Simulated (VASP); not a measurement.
As2Se:

```
As Se
1.0
    -3.52942    3.52942    2.65357
     3.52942   -3.52942    2.65357
     3.52942    3.52942   -2.65357
As Se
4 2
Direct
  0.87500 0.12500 0.75000
  0.37500 0.12500 0.25000
  0.87500 0.12500 0.25000
  0.87500 0.62500 0.75000
  0.50000 0.50000 0.00000
  0.25000 0.75000 0.50000
```

| Property | Result |
| --- | --- |
| Program | VASP 6.6.1 |
| Task | relaxation of cell and atoms |
| Functional | LDA |
| Potentials or basis | VASP PAW LDA potentials, release 64 (As, Se) |
| Cutoff | 500 eV |
| k mesh | 6 × 6 × 6 |
| Occupations | fermi-dirac, width 0.1 eV |
| Spin | no spin polarisation |

At the start: pressure -4.7 GPa; volume 22.04 Å³/atom.

**Question.** How do energy, volume and symmetry change on relaxing?

**Answer.** Over 5 steps the energy falls by 21.5 meV/atom and the volume is 20.65 Å³/atom (-6.3 %); space group I4_1/amd (No. 141, to 0.1 Å) before and after.

Step by step:
| step | energy change (eV) | largest force (eV/Å) | pressure (GPa) | volume (Å³) |
| --- | --- | --- | --- | --- |
| 1 | 0.0000 | 0.0000 | -4.74 | 132.22 |
| 2 | -0.0897 | 0.0000 | 3.00 | 120.14 |
| 3 | -0.1279 | 0.0000 | -0.05 | 124.18 |
| 4 | -0.1278 | 0.0000 | 0.06 | 124.03 |
| 5 | -0.1290 | 0.0000 | 0.09 | 123.88 |

Final structure:
```
As Se
1.0
    -3.45568    3.45568    2.59343
     3.45568   -3.45568    2.59343
     3.45568    3.45568   -2.59343
As Se
4 2
Direct
  0.87500 0.12500 0.75000
  0.37500 0.12500 0.25000
  0.87500 0.12500 0.25000
  0.87500 0.62500 0.75000
  0.50000 0.50000 0.00000
  0.25000 0.75000 0.50000
```
